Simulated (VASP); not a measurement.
The system is GaN.

```xyz
4
Lattice="3.1587 0.0000 0.0000 -1.5793 2.7355 0.0000 0.0000 0.0000 5.1313" Properties=species:S:1:pos:R:3 pbc="T T T"
Ga    1.5793    0.9118    2.5657
Ga    0.0000    1.8237    0.0000
N     1.5793    0.9118    4.4899
N     0.0000    1.8237    1.9242
```

Base run:

```yaml
Program: VASP 6.6.1
Functional: r2SCAN
Dispersion: rVV10
Potentials_or_basis: VASP PAW PBE potentials, release 64 (Ga_d, N)
Cutoff: 520 eV
k_mesh: 10 × 10 × 5
Occupations: fermi-dirac, width 0.05 eV
Spin: no spin polarisation
```

Its results: band gap on the k mesh 2.48 eV, direct; pressure 5.1 GPa; largest force 0.144 eV/Å.

Question: After a change of settings the same cell gave: band gap on the k mesh 2.52 eV, direct; pressure 4.4 GPa; largest force 0.146 eV/Å. Which change was it?
A. functional from r2SCAN to revPBE; dispersion from rVV10 to none
B. functional from r2SCAN to PBEsol; dispersion from rVV10 to D3(BJ)
C. functional from r2SCAN to revPBE; dispersion from rVV10 to D3(BJ)
D. dispersion from rVV10 to D4

Answer: D.

Caveats: the PAW data sets were made with another functional, which shifts forces and pressure a little.
